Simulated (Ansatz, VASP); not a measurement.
## CrB3S2 in VASP and in Ansatz

File INCAR:

```
SYSTEM = CrB3S2
PREC = Accurate ; ENCUT = 600
EDIFF = 1E-6 ; ISMEAR = 0
SIGMA = 0.1 ; LREAL = .False.
LASPH = .True. ; NELM = 100
ALGO = Normal ; ISIF = 3
LWAVE = .False. ; LCHARG = .False.
GGA = PE ; IBRION = 2
NSW = 100 ; EDIFFG = -0.01
```

KPOINTS

```
Automatic mesh
0
Gamma
  12 12 6
  0 0 0
```

POSCAR

```
CrB3S2
1.0
    4.0070284081      0.0000000000      0.0000000000
   -2.0035142040      3.4701883951      0.0000000000
    0.0000000000      0.0000000000      7.1565671708
Cr B S
1 3 2
Direct
    0.0000000000      0.0000000000      0.0000000000
    0.5000000000      0.0000000000      0.0000000000
    0.0000000000      0.5000000000      0.0000000000
    0.5000000000      0.5000000000      0.0000000000
    0.0000000000      0.0000000000      0.6928942135
    0.0000000000      0.0000000000      0.3071057865
```

Input for Ansatz:

```yaml
crystal:
  lattice:
    - [4.0070284081, 0.0, 0.0]
    - [-2.003514204, 3.4701883951, 0.0]
    - [0.0, 0.0, 7.1565671708]
  atoms:
    - { symbol: Cr, position: [0.0, 0.0, 0.0] }
    - { symbol: B, position: [0.5, 0.0, 0.0] }
    - { symbol: B, position: [0.0, 0.5, 0.0] }
    - { symbol: B, position: [0.5, 0.5, 0.0] }
    - { symbol: S, position: [0.0, 0.0, 0.6928942135] }
    - { symbol: S, position: [0.0, 0.0, 0.3071057865] }
basis:
  ecutwfc: 420
kpoints:
  mp_grid: { grid: [12, 12, 6] }
hamiltonian:
  xc: pbe
scf:
  occupations: { method: gaussian, width: 0.1 }
output:
  forces: true
  stress: true
  eigenvalues: true
relax:
  adjacent_minimum: "off"
  f_tol: 0.01
  max_steps: 80
  cell: { stress_tol: 0.05 }
```

Alike in both runs: task relaxation of cell and atoms; functional PBE; k mesh 12 × 12 × 6; occupations gaussian, width 0.1 eV; no spin polarisation.

|  | VASP | Ansatz |
| --- | --- | --- |
| version | VASP 6.6.1 | Ansatz 0.2.0 |
| potentials or method | VASP PAW PBE potentials, release 64 (Cr_pv, B, S), cutoff 600 eV | scalar-relativistic, plane waves, PAW |
| valence electrons in the cell | 33 | 35 |

VASP gave:

- gap on the k mesh at the Fermi level, each at its own relaxed structure (eV): none
- relaxed volume (Å³/atom): 16.83
- relaxed length of the cell vector where the two differ most in proportion (Å): 7.282

Estimate Ansatz's values.

gap on the k mesh at the Fermi level, each at its own relaxed structure (eV): none; relaxed volume (Å³/atom): 16.85; relaxed length of the cell vector where the two differ most in proportion (Å): 7.286.

A gap of «none» marks a metal or a gap that the smearing closes. VASP's potentials hold 33 valence electrons a cell and Ansatz's 35, so a difference there can come from the potentials and not from the codes.
